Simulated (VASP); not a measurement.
Wanted: the native input for a VASP 6.6.1 run.

| Property | Result |
| --- | --- |
| Task | single point |
| Functional | PBEsol |
| Potentials or basis | VASP PAW PBE potentials, release 64 (Cu) |
| Cutoff | 520 eV |
| k mesh | 15 × 15 × 15 |
| Occupations | fermi-dirac, width 0.2 eV |
| Spin | no spin polarisation |
| Dipole correction | no |
| Further INCAR settings | ALGO = Normal; EDIFF = 1e-07; NBANDS = 12 |

The structure of Cu lies in POSCAR:

```
Cu
1.0
   -1.4427900000      1.4427900000      1.3760800000
    1.4427900000     -1.4427900000      1.3760800000
    1.4427900000      1.4427900000     -1.3760800000
Cu
1
Direct
    0.0000000000      0.0000000000      0.0000000000
```

One way to write it, as run:

INCAR

```
SYSTEM = Cu
ALGO = Normal
EDIFF = 1E-7
ENCUT = 520
GGA = PS
ISIF = 2
ISMEAR = -1
LASPH = .TRUE.
LCHARG = .FALSE.
LREAL = .FALSE.
LWAVE = .FALSE.
NBANDS = 12
NELM = 80
PREC = Accurate
SIGMA = 0.2
```

KPOINTS

```
k-points
0
G
  15 15 15
  0 0 0
```

Potentials or basis: VASP PAW PBE potentials, release 64 (Cu).

Launch:

```console
$ cat potpaw_PBE.64/Cu/POTCAR > POTCAR
$ mpirun -np 1 vasp_std > vasp.out
```

It gave:

| Property | Result |
| --- | --- |
| Pressure | -0.5 GPa |
| Band gap on the k mesh | zero (an odd number of electrons rules out a gap without spin polarisation) |

Caveat: the PAW data sets were made with another functional, which shifts forces and pressure a little.

Run time: 42 s on 1 thread of Intel Xeon 8259CL, with other jobs on the host, peak memory 0.15 GiB.
